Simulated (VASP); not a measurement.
Input of a VASP 6.6.1 run:

INCAR

```
  ALGO = Normal
  EDIFF = 1E-7
  ENCUT = 520
  GGA = PE
  ISIF = 2
  ISMEAR = 0
  LASPH = True
  LCHARG = False
  LREAL = False
  LWAVE = False
  NBANDS = 14
  NELM = 80
  PREC = Accurate
  SIGMA = 0.15
```

Contents of KPOINTS:

```
k-points
0
Gamma
  18 18 10
```

File POSCAR:

```
TiAl
1.0
    2.9170000000      0.0000000000      0.0000000000
   -1.4585000000      2.5261961028      0.0000000000
    0.0000000000      0.0000000000      4.5554000000
Ti Al
1 1
Direct
    0.0000000000      0.0000000000      0.0000000000
    0.3333333333      0.6666666667      0.5000000000
```

Potentials or basis: VASP PAW PBE potentials, release 64 (Ti_sv, Al).

Launch:

```sh
$ cat potpaw_PBE.64/Ti_sv/POTCAR potpaw_PBE.64/Al/POTCAR > POTCAR
$ mpirun -np 1 vasp_std > vasp.out
```

Q: Estimate the pressure.

A: 0.0 GPa.

Stress tensor (GPa, compression positive):
```
-1.40  0.00  0.00
 0.00 -1.40  0.00
 0.00  0.00  2.66
```
